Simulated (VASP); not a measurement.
# Ti (P6_3/mmc) in VASP: a series of runs, part 2 of 2

VASP 6.6.1. Earlier steps stand in the parts before.

**4. Single point, PBE**

This run uses another cell than the first one, of 18.21 Å³/atom.

INCAR

```
  ALGO = Normal
  EDIFF = 1E-6
  ENCUT = 500
  GGA = PE
  GGA_COMPAT = False
  ISIF = 2
  ISMEAR = 0
  LASPH = True
  LCHARG = False
  LREAL = False
  LWAVE = False
  NBANDS = 32
  NELM = 120
  PREC = Accurate
  SIGMA = 0.1
```

KPOINTS

```
k-points
0
Gamma
  9 9 2
```

POSCAR

```
Ti
1.0
    2.9654869832      0.0000000000      0.0000000000
   -1.4827434916      2.5681870621      0.0000000000
    0.0000000000      0.0000000000      9.5642808275
Ti
4
Direct
    0.0000000000      0.0000000000      0.0000000000
    0.0000000000      0.0000000000      0.5000000000
    0.3333333333      0.6666666667      0.7500000000
    0.6666666667      0.3333333333      0.2500000000
```

Potentials or basis: VASP PAW PBE potentials, release 64 (Ti_sv).

The run is started by

```sh
> cat potpaw_PBE.64/Ti_sv/POTCAR > POTCAR
> mpirun -np 1 vasp_std > vasp.out
```

OUTCAR:

```text
EDIFF = 1E-6
   ENCUT = 500
   GGA = PE
   ISIF = 2
   ISMEAR = 0
   LASPH = True
   LREAL = False
   NELM = 120
   PREC = Accurate

 ion  position               nearest neighbor table
   1  0.000  0.000  0.000-
   2  0.000  0.000  0.500-
   3  0.333  0.667  0.750-
   4  0.667  0.333  0.250-

  LATTYP: Found a hexagonal cell.
 ALAT       =     2.9654869832
 C/A-ratio  =     3.2251973729

  Lattice vectors:

 A1 = (   2.9654869832,   0.0000000000,   0.0000000000)
 A2 = (  -1.4827434916,   2.5681870621,   0.0000000000)
 A3 = (   0.0000000000,   0.0000000000,   9.5642808275)

Analysis of symmetry for initial positions (statically):
=====================================================================
 Subroutine PRICEL returns:
 Original cell was already a primitive cell.

 Routine SETGRP: Setting up the symmetry group for a
 hexagonal supercell.

 Subroutine GETGRP returns: Found 24 space group operations
 (whereof 12 operations were pure point group operations)
 out of a pool of 24 trial point group operations.

The static configuration has the point symmetry D_3d.
 The point group associated with its full space group is D_6h.

Analysis of symmetry for dynamics (positions and initial velocities):
=====================================================================
 Subroutine PRICEL returns:
 Original cell was already a primitive cell.

 Routine SETGRP: Setting up the symmetry group for a
 hexagonal supercell.

 Subroutine GETGRP returns: Found 24 space group operations
 (whereof 12 operations were pure point group operations)
 out of a pool of 24 trial point group operations.

The dynamic configuration has the point symmetry D_3d.
[... 115 lines left out ...]
   NUPDOWN=      -1.0000    fix difference up-down
   EMIN   =  10.00;   EMAX   =-10.00  energy-range for DOS
   EFERMI =   0.00;   METHOD = LEGACY
   ISMEAR =     0;   SIGMA  =   0.10  broadening in eV -4-tet -1-fermi 0-gaus
   EFERMI_NEDOS =   21; number of points for ismear=-14 and -15
   IALGO  =     38    algorithm
   IMIX   =      4    mixing-type and parameters
     AMIX     =   0.40;   BMIX     =  1.00
     AMIX_MAG =   1.60;   BMIX_MAG =  1.00
  volume/ion in A,a.u.               =      18.21       122.89
  Fermi-wavevector in a.u.,A,eV,Ry     =   1.424613  2.692128 27.613327  2.029522
  Thomas-Fermi vector in A             =   2.545085
   LORBIT       =      0    0 simple, 1 ext, 2 COOP (PROOUT), +10 PAW based schemes
   GGA     = PE    functional components
   LHFCALC =     F    Hartree Fock is set to
   AEXX    =    0.0000 exact exchange contribution
   IVDW    =     0    specifies the selected vdW correction
   LEPSILON=     F    determine dielectric tensor
   LRPA    =     F    only Hartree local field effects (RPA)
 non-spin polarized calculation
 Gauss-broadening in eV      SIGMA  =   0.10
  energy-cutoff  :      500.00
  volume of cell :       72.84
 maximum number of plane-waves:      1907
 NGX is ok and might be reduce to    24
   NGX = 11   NGY = 11   NGZ = 35

 number of electron      48.0000014 magnetization

 Free energy of the ion-electron system (eV)
  ---------------------------------------------------
  ext. energy  EPLUGINS =         0.00000000
  ---------------------------------------------------
  free energy    TOTEN  =       -31.15210287 eV

  energy without entropy =      -31.12335924  energy(sigma->0) =      -31.13773106

 E-fermi :   7.7582     XC(G=0): -11.2799

 val. band max:        7.7444622236   @ k =   0.3333   0.3333   0.0000
 cond. band min:       7.7683545430   @ k =   0.2222   0.2222   0.0000
 fundamental gap:      0.0238923194
 Fermi energy:         7.7582390330

 k-point     1 :       0.0000    0.0000    0.0000
  band No.  band energies     occupation
      1     -49.1033      2.00000
      2     -49.0572      2.00000
      3     -49.0443      2.00000
      4     -48.9976      2.00000
      5     -25.6028      2.00000
      6     -25.3325      2.00000
[... 829 lines left out ...]
     31       9.9695      0.00000
     32       9.9695      0.00000

------------------------ aborting loop because EDIFF is reached ----------------------------------------

  FORCE on cell =-STRESS in cart. coord.  units (eV):
  Direction    XX          YY          ZZ          XY          YZ          ZX
  --------------------------------------------------------------------------------------
  -------------------------------------------------------------------------------------
  Total       -1.8321271     -1.8321271     -2.4473837      0.0000000     -0.0000000      0.0000000
  in kB      -40.2987130    -40.2987130    -53.8316438      0.0000000     -0.0000000      0.0000000
  external PRESSURE =     -44.8096899 kB  Pullay stress =       0.0000000 kB

 VOLUME and BASIS-vectors are now :
 -----------------------------------------------------------------------------
  energy-cutoff  :      500.00
  volume of cell :       72.84
      direct lattice vectors                 reciprocal lattice vectors
     2.965486983  0.000000000  0.000000000     0.337212743  0.194689868  0.000000000
    -1.482743492  2.568187062  0.000000000     0.000000000  0.389379736  0.000000000
     0.000000000  0.000000000  9.564280827     0.000000000  0.000000000  0.104555692

 POSITION                                       TOTAL-FORCE (eV/Angst)
 -----------------------------------------------------------------------------------
      0.00000      0.00000      0.00000        -0.000000     -0.000000     -0.000000
      0.00000      0.00000      4.78214        -0.000000     -0.000000     -0.000000
     -0.00000      1.71212      7.17321        -0.000000      0.000000      0.000000
      1.48274      0.85606      2.39107         0.000000     -0.000000      0.000000
 -----------------------------------------------------------------------------------
    total drift:                                0.000000      0.000000      0.000000

  FREE ENERGIE OF THE ION-ELECTRON SYSTEM (eV)
  ---------------------------------------------------
  free  energy   TOTEN  =       -31.1521028731 eV

  energy  without entropy=      -31.1233592402  energy(sigma->0) =      -31.13773106
```

OSZICAR:

```text
N       E                     dE             d eps       ncg     rms          rms(c)
DAV:   1     0.604653839623E+03    0.60465E+03   -0.23710E+04  1536   0.181E+03
DAV:   2     0.388802495030E+02   -0.56577E+03   -0.55271E+03  1560   0.546E+02
DAV:   3    -0.286594671096E+02   -0.67540E+02   -0.64830E+02  2472   0.162E+02
DAV:   4    -0.352169064367E+02   -0.65574E+01   -0.64745E+01  2256   0.472E+01
DAV:   5    -0.355647037152E+02   -0.34780E+00   -0.34712E+00  2408   0.958E+00    0.160E+01
DAV:   6    -0.311642202468E+02    0.44005E+01   -0.15957E+01  1936   0.338E+01    0.405E+00
DAV:   7    -0.314165568047E+02   -0.25234E+00   -0.34095E+00  2168   0.154E+01    0.551E+00
DAV:   8    -0.311281765440E+02    0.28838E+00   -0.16547E+00  2232   0.789E+00    0.282E+00
DAV:   9    -0.311648458366E+02   -0.36669E-01   -0.39822E-01  1976   0.637E+00    0.831E-01
DAV:  10    -0.311517433645E+02    0.13102E-01   -0.80161E-02  1952   0.274E+00    0.146E-01
DAV:  11    -0.311519612933E+02   -0.21793E-03   -0.60598E-03  2208   0.555E-01    0.124E-01
DAV:  12    -0.311521389465E+02   -0.17765E-03   -0.83577E-04  2080   0.201E-01    0.486E-02
DAV:  13    -0.311521027197E+02    0.36227E-04   -0.15043E-04  2200   0.134E-01    0.162E-02
DAV:  14    -0.311521046943E+02   -0.19746E-05   -0.15127E-05  1952   0.325E-02    0.935E-03
DAV:  15    -0.311521029199E+02    0.17744E-05   -0.41988E-06  1624   0.154E-02    0.153E-03
DAV:  16    -0.311521028731E+02    0.46760E-07   -0.55471E-07  1144   0.589E-03
   1 F= -.31152103E+02 E0= -.31137731E+02  d E =-.287436E-01
```

Wall time 58 s (1 thread of Intel Xeon 8259CL, shared host); peak memory 0.2 GiB.

Results:

```yaml
Free_energy: -31.1521 eV
Pressure: -4.5 GPa
Band_gap_on_the_k_mesh: zero (bands 24 and 25 overlap by 1.02 eV)
```

Stress tensor (GPa, compression positive):
```
-4.03  0.00  0.00
 0.00 -4.03  0.00
 0.00  0.00 -5.38
```

Caveat: the cell stands under tension.

**5. Relaxation of cell and atoms, PBE**

This run uses another cell than the first one, of 18.21 Å³/atom.

INCAR

```
PREC     = Accurate       # precision mode
ENCUT    = 500            # plane-wave cutoff, eV
EDIFF    = 1E-7           # SCF threshold, eV
ISMEAR   = 0              # smearing method
SIGMA    = 0.1            # smearing width, eV
LREAL    = False          # projectors in reciprocal space
LASPH    = True           # aspherical terms in the spheres
NELM     = 120            # most SCF steps
ALGO     = Normal         # electronic algorithm
ISIF     = 3              # what is computed and relaxed
LWAVE    = False          # write WAVECAR
LCHARG   = False          # write CHGCAR
GGA      = PE             # functional
IBRION   = 2              # ionic algorithm
NSW      = 90             # ionic steps
EDIFFG   = -0.04          # ionic threshold
GGA_COMPAT= False        
NELMIN   = 4
```

KPOINTS

```
Automatic mesh
0
Gamma
  6 6 2
```

POSCAR is that of step 4.

Potentials or basis: VASP PAW PBE potentials, release 64 (Ti_sv).

The run is started by

```sh
> cat potpaw_PBE.64/Ti_sv/POTCAR > POTCAR
> mpirun -np 1 vasp_std > vasp.out
```

OUTCAR:

```text
PREC = Accurate
   ENCUT = 500
   EDIFF = 1E-7
   ISMEAR = 0
   LREAL = False
   LASPH = True
   NELM = 120
   ISIF = 3
   GGA = PE
   IBRION = 2
   NSW = 90
   EDIFFG = -0.04
   NELMIN = 4

 ion  position               nearest neighbor table
   1  0.000  0.000  0.000-
   2  0.000  0.000  0.500-
   3  0.333  0.667  0.750-
   4  0.667  0.333  0.250-

  LATTYP: Found a hexagonal cell.
 ALAT       =     2.9654869832
 C/A-ratio  =     3.2251973729

  Lattice vectors:

 A1 = (   2.9654869832,   0.0000000000,   0.0000000000)
[... 177 lines left out ...]

  FORCE on cell =-STRESS in cart. coord.  units (eV):
  Direction    XX          YY          ZZ          XY          YZ          ZX
  --------------------------------------------------------------------------------------
  -------------------------------------------------------------------------------------
  Total       -2.0523662     -2.0523662     -2.1659411      0.0000000      0.0000000      0.0000000
  in kB      -45.1430021    -45.1430021    -47.6411484      0.0000000      0.0000000      0.0000000
  external PRESSURE =     -45.9757176 kB  Pullay stress =       0.0000000 kB
[... 63 lines left out ...]
--------------------------------------- Ionic step        3  -------------------------------------------

 number of electron      47.9999995 magnetization

 Free energy of the ion-electron system (eV)
  ---------------------------------------------------
  ext. energy  EPLUGINS =         0.00000000
  ---------------------------------------------------
  free energy    TOTEN  =       -31.20516885 eV

  energy without entropy =      -31.17965890  energy(sigma->0) =      -31.19241388

 E-fermi :   8.2260     XC(G=0): -11.4901

 val. band max:        8.1615797018   @ k =   0.1667   0.1667   0.0000
 cond. band min:       8.2307535642   @ k =   0.3333   0.3333   0.0000
 fundamental gap:      0.0691738624
 Fermi energy:         8.2259639994

 k-point     1 :       0.0000    0.0000    0.0000
  band No.  band energies     occupation
      1     -48.5477      2.00000
      2     -48.4947      2.00000
      3     -48.4727      2.00000
      4     -48.4189      2.00000
      5     -25.0867      2.00000
      6     -24.7590      2.00000
[... 454 lines left out ...]
  FREE ENERGIE OF THE ION-ELECTRON SYSTEM (eV)
  ---------------------------------------------------
  free  energy   TOTEN  =       -31.2051688505 eV

  energy  without entropy=      -31.1796589038  energy(sigma->0) =      -31.19241388

 reached required accuracy - stopping structural energy minimisation
```

CONTCAR:

```text
Ti
   1.00000000000000
     2.9219438142400236   -0.0000000000000000    0.0000000000000000
    -1.4609719071200118    2.5304775716168839   -0.0000000000000000
     0.0000000000000000    0.0000000000000000    9.4160740329304726
  Ti
     4
Direct
     0.0000000000000000    1.0000000000000000    0.0000000000000000
     0.0000000000000000    1.0000000000000000    0.5000000000000000
     0.3333333332999970    0.6666666667000030    0.7500000000000000
     0.6666666667000030    0.3333333332999970    0.2500000000000000

  0.00000000E+00  0.00000000E+00  0.00000000E+00
  0.00000000E+00  0.00000000E+00  0.00000000E+00
  0.00000000E+00  0.00000000E+00  0.00000000E+00
  0.00000000E+00  0.00000000E+00  0.00000000E+00
```

Wall time 88 s (1 thread of Intel Xeon 8259CL, shared host); peak memory 0.2 GiB.

Results:

```yaml
Free_energy: -31.2052 eV
Relaxed_volume: 17.41 Å³/atom
Relaxed_cell: a = 2.922 Å, b = 2.922 Å, c = 9.416 Å, α = 90.00°, β = 90.00°, γ = 120.00°
Space_group_after_relaxing_to_0.1_Å: P6_3/mmc (No. 194)
Energy_gained_by_relaxing: 12.0 meV/atom
Ionic_steps: 3
Pressure_after_relaxing: 0.0 GPa
Band_gap_on_the_k_mesh: zero (bands 24 and 25 overlap by 0.87 eV)
```

Stress tensor (GPa, compression positive):
```
 0.04  0.00  0.00
 0.00  0.04  0.00
 0.00  0.00 -0.13
```

Step by step:
| step | energy change (eV) | largest force (eV/Å) | pressure (GPa) | volume (Å³) |
| --- | --- | --- | --- | --- |
| 1 | 0.0000 | 0.0000 | -4.60 | 72.84 |
| 2 | -0.0241 | 0.0000 | 3.65 | 67.47 |
| 3 | -0.0481 | 0.0000 | -0.02 | 69.62 |

Final structure:
```yaml
crystal:
  lattice:
    - [2.92194, 0.00000, 0.00000]
    - [-1.46097, 2.53048, 0.00000]
    - [0.00000, 0.00000, 9.41607]
  atoms:
    - { symbol: Ti, position: [0.00000, 0.00000, 0.00000] }
    - { symbol: Ti, position: [0.00000, 0.00000, 0.50000] }
    - { symbol: Ti, position: [0.33333, 0.66667, 0.75000] }
    - { symbol: Ti, position: [0.66667, 0.33333, 0.25000] }
```

Caveat: the k points lie up to 0.41 Å⁻¹ apart in the final cell, too coarse for converged energies and pressures of a metal; the highest band is partly filled, so the run has too few bands.

**6. Summary**

| task | cell | k mesh | cutoff (eV) | second try | gap on the mesh (eV) | pressure (GPa) |
| --- | --- | --- | --- | --- | --- | --- |
| single point | a = 4.604, b = 4.604, c = 4.274 Å, angles 90.0, 90.0, 120.0°, 4 atoms, atomic positions A | 12 × 12 × 10 | 550 | not_converged | none | 0.2 |
| single point | a = 2.925, b = 2.925, c = 9.416 Å, angles 90.0, 90.0, 120.0°, 4 atoms, atomic positions B | 6 × 6 × 2 | 500 | - | none | -0.3 |
| single point | a = 2.965, b = 2.965, c = 9.564 Å, angles 90.0, 90.0, 120.0°, 4 atoms, atomic positions B | 9 × 9 × 2 | 500 | - | none | -4.5 |
| relaxation of cell and atoms | relaxed from a = 2.965, b = 2.965, c = 9.564 Å, angles 90.0, 90.0, 120.0°, 4 atoms, atomic positions B | 6 × 6 × 2 | 500 | - | none | 0.0 |

Alike in all rows: level PBE; potentials or basis VASP PAW PBE potentials, release 64 (Ti_sv); no spin polarisation; smearing gaussian 0.1 eV.

Caveats: some runs use coarse meshes; the cell stands under tension (at least some runs); the highest band is partly filled, so the run has too few bands (at least some runs).

Total energies depend on the potentials used, so only differences within one code and one set of settings carry meaning.

The gap in the log of VASP goes by the Fermi energy; the results here count the filled bands.